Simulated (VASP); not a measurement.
# SnO2 (R3m) in VASP: further runs

The runs below take SnO2 through single point, with LDA.

Program: VASP 6.6.1. These are calculated values, not measurements. Logs are shortened: lines on timing, memory, paths and dates and some standing lists are left out, and cuts for length are marked.

**1. The cell of the first run**

The typed cell holds 12 atoms: a = 5.664 Å, b = 5.664 Å, c = 5.664 Å, α = 71.31°, β = 71.31°, γ = 71.31°.

**2. Single point, LDA**

Input file INCAR:

```
SYSTEM = SnO2
ALGO = Normal ; EDIFF = 1E-6
ENCUT = 520 ; GGA = CA
ISIF = 2 ; ISMEAR = 0
LASPH = .True. ; LCHARG = .True.
LELF = .True. ; LREAL = .False.
LVHAR = .True. ; LWAVE = .False.
NBANDS = 64 ; NELM = 80
PREC = Accurate ; SIGMA = 0.05
```

Input file KPOINTS:

```
k-points
0
Gamma
  6 6 6
  0 0 0
```

Input file POSCAR:

```
SnO2
1.0
    3.3015000000      1.9061219137      4.1890333333
   -3.3015000000      1.9061219137      4.1890333333
    0.0000000000     -3.8122438274      4.1890333333
Sn O
4 8
Direct
    0.8645353782      0.8645353782      0.8645353782
    0.3648691645      0.3648691645      0.8648751974
    0.3648691645      0.8648751974      0.3648691645
    0.8648751974      0.3648691645      0.3648691645
    0.1199116729      0.6196051221      0.6196051221
    0.6196051221      0.1199116729      0.6196051221
    0.6196051221      0.6196051221      0.1199116729
    0.6099370359      0.6099370359      0.6099370359
    0.1198492242      0.1198492242      0.1198492242
    0.1096932183      0.1096932183      0.6100024814
    0.1096932183      0.6100024814      0.1096932183
    0.6100024814      0.1096932183      0.1096932183
```

Potentials or basis: VASP PAW LDA potentials, release 64 (Sn_d, O).

Command:

```bash
> cat potpaw_LDA.64/Sn_d/POTCAR potpaw_LDA.64/O/POTCAR > POTCAR
> mpirun -np 1 vasp_std > vasp.out
```

OUTCAR:

```text
SYSTEM = SnO2
   EDIFF = 1E-6
   ENCUT = 520
   GGA = CA
   ISIF = 2
   ISMEAR = 0
   LASPH = .True.
   LREAL = .False.
   NELM = 80
   PREC = Accurate

 ion  position               nearest neighbor table
   1  0.865  0.865  0.865-   7 2.15   6 2.15   5 2.15  10 2.15  11 2.15  12 2.15   3 3.30   4 3.30
                             3 3.30   4 3.30   2 3.30   2 3.30
   2  0.365  0.365  0.865-  11 2.15  12 2.15   9 2.15   8 2.15   5 2.15   6 2.15   3 3.30   4 3.30
                             1 3.30   1 3.30   4 3.30   3 3.30
   3  0.365  0.865  0.365-  12 2.15  10 2.15   9 2.15   8 2.15   5 2.15   7 2.15   2 3.30   4 3.30
                             1 3.30   1 3.30   2 3.30   4 3.30
   4  0.865  0.365  0.365-  11 2.15  10 2.15   9 2.15   8 2.15   6 2.15   7 2.15   2 3.30   3 3.30
                             1 3.30   1 3.30   2 3.30   3 3.30
   5  0.120  0.620  0.620-   1 2.15   3 2.15   2 2.15
   6  0.620  0.120  0.620-   1 2.15   4 2.15   2 2.15
   7  0.620  0.620  0.120-   1 2.15   3 2.15   4 2.15
   8  0.610  0.610  0.610-   2 2.15   3 2.15   4 2.15
   9  0.120  0.120  0.120-   2 2.15   3 2.15   4 2.15
  10  0.110  0.110  0.610-   3 2.15   4 2.15   1 2.15
  11  0.110  0.610  0.110-   4 2.15   2 2.15   1 2.15
  12  0.610  0.110  0.110-   3 2.15   2 2.15   1 2.15

  LATTYP: Found a trigonal (rhomboedric) cell.
 ALAT       =     5.6640271245
 COS(alpha) =     0.3204804596

  Lattice vectors:

 A1 = (   3.3015000000,   1.9061219137,   4.1890333333)
 A2 = (  -3.3015000000,   1.9061219137,   4.1890333333)
 A3 = (   0.0000000000,  -3.8122438274,   4.1890333333)

Analysis of symmetry for initial positions (statically):
=====================================================================
 Subroutine PRICEL returns:
 Original cell was already a primitive cell.

 Routine SETGRP: Setting up the symmetry group for a
 trigonal (rhombohedral) supercell.

 Subroutine GETGRP returns: Found  6 space group operations
 (whereof  6 operations were pure point group operations)
 out of a pool of 12 trial point group operations.

The static configuration has the point symmetry C_3v.

Analysis of symmetry for dynamics (positions and initial velocities):
=====================================================================
 Subroutine PRICEL returns:
 Original cell was already a primitive cell.

 Routine SETGRP: Setting up the symmetry group for a
 trigonal (rhombohedral) supercell.

 Subroutine GETGRP returns: Found  6 space group operations
 (whereof  6 operations were pure point group operations)
 out of a pool of 12 trial point group operations.
[... 134 lines left out ...]
   EMIN   =  10.00;   EMAX   =-10.00  energy-range for DOS
   EFERMI =   0.00;   METHOD = LEGACY
   ISMEAR =     0;   SIGMA  =   0.05  broadening in eV -4-tet -1-fermi 0-gaus
   EFERMI_NEDOS =   21; number of points for ismear=-14 and -15
   IALGO  =     38    algorithm
   IMIX   =      4    mixing-type and parameters
     AMIX     =   0.40;   BMIX     =  1.00
     AMIX_MAG =   1.60;   BMIX_MAG =  1.00
  volume/ion in A,a.u.               =      13.18        88.95
  Fermi-wavevector in a.u.,A,eV,Ry     =   1.423564  2.690145 27.572667  2.026534
  Thomas-Fermi vector in A             =   2.544148
   LORBIT       =      0    0 simple, 1 ext, 2 COOP (PROOUT), +10 PAW based schemes
   GGA     = CA    functional components
   LHFCALC =     F    Hartree Fock is set to
   AEXX    =    0.0000 exact exchange contribution
   IVDW    =     0    specifies the selected vdW correction
   LEPSILON=     F    determine dielectric tensor
   LRPA    =     F    only Hartree local field effects (RPA)
 non-spin polarized calculation
 Gauss-broadening in eV      SIGMA  =   0.05
  energy-cutoff  :      520.00
  volume of cell :      158.17
 maximum number of plane-waves:      4281
   NGX = 21   NGY = 21   NGZ = 21

 number of electron     103.9999987 magnetization

 Free energy of the ion-electron system (eV)
  ---------------------------------------------------
  ext. energy  EPLUGINS =         0.00000000
  ---------------------------------------------------
  free energy    TOTEN  =       -81.75871734 eV

  energy without entropy =      -81.75871734  energy(sigma->0) =      -81.75871734

 E-fermi :   4.8158     XC(G=0): -11.2549

 val. band max:        4.5782081821   @ k =   0.0000   0.0000   0.0000
 cond. band min:       5.4886421141   @ k =   0.0000   0.0000   0.0000
 fundamental gap:      0.9104339319
 Fermi energy:         4.8157833037

 k-point     1 :       0.0000    0.0000    0.0000
  band No.  band energies     occupation
      1     -16.1452      2.00000
      2     -16.1452      2.00000
      3     -16.1452      2.00000
      4     -15.6771      2.00000
      5     -15.4978      2.00000
      6     -15.4978      2.00000
[... 1597 lines left out ...]
     63      13.4329      0.00000
     64      13.6117      0.00000

 [... further k-points ...]

------------------------ aborting loop because EDIFF is reached ----------------------------------------

  FORCE on cell =-STRESS in cart. coord.  units (eV):
  Direction    XX          YY          ZZ          XY          YZ          ZX
  --------------------------------------------------------------------------------------
  -------------------------------------------------------------------------------------
  Total      -14.5345397    -14.5345397     -7.9621509      0.0000000      0.0000000      0.0000000
  in kB     -147.2261054   -147.2261054    -80.6517781      0.0000000      0.0000000      0.0000000
  external PRESSURE =    -125.0346630 kB  Pullay stress =       0.0000000 kB

 VOLUME and BASIS-vectors are now :
 -----------------------------------------------------------------------------
  energy-cutoff  :      520.00
  volume of cell :      158.17
      direct lattice vectors                 reciprocal lattice vectors
     3.301500000  1.906121914  4.189033333     0.151446312  0.087437569  0.079572853
    -3.301500000  1.906121914  4.189033333    -0.151446312  0.087437569  0.079572853
     0.000000000 -3.812243827  4.189033333     0.000000000 -0.174875138  0.079572853

 POSITION                                       TOTAL-FORCE (eV/Angst)
 -----------------------------------------------------------------------------------
      0.00000      0.00000     10.86470         0.000000     -0.000000      0.007159
      0.00000     -1.90614      6.67989         0.000000     -0.002368     -0.002197
     -1.65077      0.95307      6.67989        -0.002051      0.001184     -0.002197
      1.65077      0.95307      6.67989         0.002051      0.001184     -0.002197
     -1.64974     -0.95248      5.69341        -0.001413     -0.000816      0.682517
      1.64974     -0.95248      5.69341         0.001413     -0.000816      0.682517
      0.00000      1.90495      5.69341         0.000000      0.001632      0.682517
      0.00000      0.00000      7.66514         0.000000      0.000000     -0.682176
      0.00000      0.00000      1.50616         0.000000     -0.000000      0.683248
      0.00000     -1.90730      3.47434         0.000000      0.001820     -0.683063
     -1.65177      0.95365      3.47434         0.001577     -0.000910     -0.683063
      1.65177      0.95365      3.47434        -0.001577     -0.000910     -0.683063
 -----------------------------------------------------------------------------------
    total drift:                                0.000000      0.000002      0.000159

  FREE ENERGIE OF THE ION-ELECTRON SYSTEM (eV)
  ---------------------------------------------------
  free  energy   TOTEN  =       -81.7587173406 eV

  energy  without entropy=      -81.7587173406  energy(sigma->0) =      -81.75871734
```

stdout:

```text
POSCAR found type information on POSCAR SnO
 POSCAR found :  2 types and      12 ions
 scaLAPACK will be used
 LDA part: xc-table for (Slater(with rela. corr.)+CA(PZ))
 , standard interpolation
 POSCAR, INCAR and KPOINTS ok, starting setup
 FFT: planning ... GRIDC
 FFT: planning ... GRID_SOFT
 FFT: planning ... GRID
 WAVECAR not read
 entering main loop
```

It took 4.1 min on 1 thread of Intel Xeon 6975P-C (Granite Rapids), shared host; peak memory 0.35 GiB.

What came out:

```yaml
Free_energy: -81.7587 eV
Pressure: -12.5 GPa
Largest_force: 0.683 eV/Å
Band_gap_on_the_k_mesh: 0.91 eV
```

Forces on the atoms (eV/Å):
```
Sn   0.000  0.000  0.007
Sn   0.000 -0.002 -0.002
Sn  -0.002  0.001 -0.002
Sn   0.002  0.001 -0.002
O   -0.001 -0.001  0.683
O    0.001 -0.001  0.683
O    0.000  0.002  0.683
O    0.000  0.000 -0.682
O    0.000  0.000  0.683
O    0.000  0.002 -0.683
O    0.002 -0.001 -0.683
O   -0.002 -0.001 -0.683
```

Caveat: the stress differs along the axes, from -15 to -8 GPa; spin-orbit coupling is left out, which moves the levels of the heavy elements.

**3. Single point, LDA**

This run uses another cell than the first one, of 13.50 Å³/atom.

Input file INCAR:

```
SYSTEM = SnO2
  PREC = Accurate
  ENCUT = 520
  EDIFF = 1E-7
  ISMEAR = 0
  SIGMA = 0.05
  LREAL = .FALSE.
  LASPH = .TRUE.
  NELM = 100
  ALGO = Normal
  ISIF = 2
  LWAVE = .FALSE.
  LCHARG = .TRUE.
  GGA = CA
  LELF = .TRUE.
  LVHAR = .TRUE.
  NBANDS = 64
```

Input file KPOINTS:

```
regular mesh
0
G
  6 6 6
  0 0 0
```

Edit POSCAR of step 2 so:

```diff
@@ -2,5 +2,5 @@
 1.0
-    3.3015000000      1.9061219137      4.1890333333
-   -3.3015000000      1.9061219137      4.1890333333
-    0.0000000000     -3.8122438274      4.1890333333
+    3.3015000000      1.9061219137      4.2912000000
+   -3.3015000000      1.9061219137      4.2912000000
+    0.0000000000     -3.8122438274      4.2912000000
 Sn O
```

Potentials or basis: VASP PAW LDA potentials, release 64 (Sn_d, O).

Command:

```bash
> cat potpaw_LDA.64/Sn_d/POTCAR potpaw_LDA.64/O/POTCAR > POTCAR
> mpirun -np 1 vasp_std > vasp.out
```

Run time: 6 min. Hardware: 1 thread of Intel Xeon 6975P-C (Granite Rapids), shared host; peak memory 0.39 GiB.

Results (log left out):

* Free energy: -81.5444 eV
* Pressure: -14.2 GPa
* Largest force: 0.932 eV/Å
* Band gap on the k mesh: 0.92 eV

Forces in eV/Å, atoms in the order of the input:
```
Sn   0.000  0.000  0.008
Sn   0.000 -0.002 -0.003
Sn  -0.002  0.001 -0.003
Sn   0.002  0.001 -0.003
O   -0.002 -0.001  0.932
O    0.002 -0.001  0.932
O    0.000  0.002  0.932
O    0.000  0.000 -0.932
O    0.000  0.000  0.932
O    0.000  0.002 -0.932
O    0.002 -0.001 -0.932
O   -0.002 -0.001 -0.932
```

Stress tensor (GPa, compression positive):
```
-16.30   0.00   0.00
  0.00 -16.30   0.00
  0.00   0.00 -10.15
```

Levels at points of the mesh, in eV from the valence-band top:
| k point | band 48 | band 49 | band 50 | band 51 | band 52 | band 53 | band 54 | band 55 | band 56 | band 57 |
| --- | --- | --- | --- | --- | --- | --- | --- | --- | --- | --- |
| (0.00, 0.00, 0.00) | -0.66 | -0.11 | -0.11 | -0.11 | 0.00 | 0.92 | 4.01 | 4.01 | 4.01 | 4.88 |
| (0.50, 0.00, 0.00) | -0.58 | -0.45 | -0.45 | -0.12 | -0.11 | 3.37 | 3.37 | 4.73 | 4.73 | 5.99 |
| (0.50, 0.50, 0.00) | -1.00 | -0.63 | -0.63 | -0.24 | -0.24 | 3.79 | 3.79 | 4.75 | 4.75 | 6.76 |
| (0.50, 0.50, 0.50) | -1.16 | -1.16 | -1.09 | -1.09 | -1.09 | 2.98 | 4.53 | 4.53 | 4.53 | 5.21 |

Caveat: the stress differs along the axes, from -16 to -10 GPa; spin-orbit coupling is left out, which moves the levels of the heavy elements.
